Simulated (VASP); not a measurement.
Sc: single point with r2SCAN

Crystal: Sc.

```xyz
1
Lattice="-1.8790 1.8790 2.3805 1.8790 -1.8790 2.3805 1.8790 1.8790 -2.3805" Properties=species:S:1:pos:R:3 pbc="T T T"
Sc    0.0000    0.0000    0.0000
```

```json
{
  "Program": "VASP 6.6.1",
  "Task": "single point",
  "Functional": "r2SCAN",
  "Potentials or basis": "VASP PAW PBE potentials, release 64 (Sc_sv)",
  "Cutoff": "520 eV",
  "k mesh": "12 × 12 × 12",
  "Occupations": "gaussian, width 0.05 eV",
  "Spin": "no spin polarisation",
  "Dipole correction": "no",
  "Further INCAR settings": "ALGO = Normal; EDIFF = 1e-06; NBANDS = 12"
}
```

- Pressure: -9.8 GPa
- Band gap on the k mesh: zero (an odd number of electrons rules out a gap without spin polarisation)

Stress tensor (GPa, compression positive):
```
-10.15   0.00   0.00
  0.00 -10.15   0.00
  0.00   0.00  -8.99
```

Levels at points of the mesh, in eV from the Fermi level:
```
           k point  band 1  band 2  band 3  band 4  band 5  band 6  band 7  band 8  band 9  band 10
(0.00, 0.00, 0.00)  -52.49  -30.02  -30.01  -30.01   -4.89    1.18    1.18    1.60    1.98     2.42
(0.50, 0.00, 0.00)  -52.47  -30.15  -30.04  -30.03   -1.52   -0.27    0.98    1.52    2.68     2.95
(0.50, 0.50, 0.00)  -52.47  -30.14  -30.08  -30.04   -1.15   -0.17    0.66    2.76    2.77     3.09
(0.50, 0.50, 0.50)  -52.46  -30.15  -30.08  -30.08   -0.92   -0.43    2.04    2.86    2.97     2.97
```

It took 2.4 min on 1 thread of Intel(R) Xeon(R) Platinum 8488C (Sapphire Rapids) (shared host), peak memory 0.21 GiB.

Caveat: the cell stands under tension; the PAW data sets were made with another functional, which shifts forces and pressure a little.
